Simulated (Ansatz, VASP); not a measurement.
Two plane-wave programs on N

```
CELL_PARAMETERS angstrom
5.22605 0.00000 0.00000
0.00000 5.22605 0.00000
0.00000 0.00000 5.22605
ATOMIC_POSITIONS crystal
N 0.06038 0.06038 0.06038
N 0.43962 0.93962 0.56038
N 0.56038 0.43962 0.93962
N 0.93962 0.56038 0.43962
N 0.93962 0.93962 0.93962
N 0.56038 0.06038 0.43962
N 0.43962 0.56038 0.06038
N 0.06038 0.43962 0.56038
```

Alike in both runs: functional LDA; k mesh 3 × 3 × 3; occupations fermi-dirac, width 0.05 eV; no spin polarisation.

Ansatz relaxed the structure, and its values are those at the end. VASP's run is a single point on that final structure, the one shown.

```csv
,VASP,Ansatz
version,VASP 6.6.1,Ansatz 0.2.0
potentials or method,"VASP PAW LDA potentials, release 64 (N_h), cutoff 910 eV","plane waves (420 eV) with PAW, scalar-relativistic"
valence electrons in the cell,40,40
```

VASP gave:

```
rms of the force components (eV/Å) : 0.185
```

Question: Estimate Ansatz's values.

Answer: rms of the force components (eV/Å): 0.000.

Ansatz warns that its potentials were made for another functional, while VASP's fit it. LDA's correlation is that of Perdew and Zunger in VASP and of Perdew and Wang (1992) in Ansatz. One of these differences is far larger than is usual between the two programs; its cause wasn't traced.

Noted on VASP's run: the cutoff is short for stress, so the pressure is rough.
